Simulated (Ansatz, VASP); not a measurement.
## MgS: VASP beside Ansatz

```
Mg S
1.0
     3.61273    0.00000    0.00000
    -1.80637    3.12872    0.00000
     0.00000    0.00000    3.30660
Mg S
1 1
Direct
  0.33333 0.66667 0.50000
  0.00000 0.00000 0.00000
```

Change from the starting cell: species swapped into the LaDy type (P-6m2, No. 187).

Alike in both runs: task relaxation of cell and atoms; functional PBE; k mesh 12 × 12 × 8; occupations gaussian, width 0.02 eV; no spin polarisation.

|  | VASP | Ansatz |
| --- | --- | --- |
| version | VASP 6.6.1 | Ansatz 0.2.0 |
| potentials or method | VASP PAW PBE potentials, release 64 (Mg, S), cutoff 600 eV | scalar-relativistic, plane waves, PAW |
| valence electrons in the cell | 8 | 16 |

```tsv
	VASP	Ansatz	Ansatz less VASP
gap on the k mesh at the Fermi level, each at its own relaxed structure (eV)	1.13	1.15	+0.022
relaxed volume (Å³/atom)	18.60	18.66	+0.063
relaxed length of the cell vector where the two differ most in proportion (Å)	3.301	3.305	+0.0047
```

VASP's potentials hold 8 valence electrons a cell and Ansatz's 16, so a difference there can come from the potentials and not from the codes.
